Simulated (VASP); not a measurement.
Gd, 2 atoms in the cell. It takes space group P6_3/mmc (No. 194, hexagonal). The conventional cell has a = 3.636 Å, b = 3.636 Å, c = 5.783 Å, α = 90.00°, β = 90.00°, γ = 120.00°. Gd (site symmetry -6m2) has 12 Gd at 3.57 to 3.64 Å within 4.7 Å. 

| Property | Result |
| --- | --- |
| Program | VASP 6.6.1 |
| Task | single point |
| Functional | PBE |
| Potentials or basis | VASP PAW PBE potentials, release 64 (Gd) |
| Cutoff | 520 eV |
| k mesh | 9 × 9 × 5 |
| Occupations | methfessel-paxton, width 0.1 eV |
| Spin | collinear spin, ferromagnetic start |
| Starting moments | [9.1, 9.1] μB |
| Dipole correction | no |
| Further INCAR settings | ALGO = Normal; EDIFF = 1e-07; NBANDS = 29 |

Potentials or basis: VASP PAW PBE potentials, release 64 (Gd).

Launch:

```sh
$ cat potpaw_PBE.64/Gd/POTCAR > POTCAR
$ mpirun -np 1 vasp_std > vasp.out
```

Hardware: 1 thread of Intel Xeon 8259CL, with other jobs on the host.

Problem. How long does it take, and how much memory?

Solution. It took 12 min on 1 thread of Intel Xeon 8259CL, on a shared host, peak memory 0.29 GiB. Counts: scf iterations 37, k points 36.
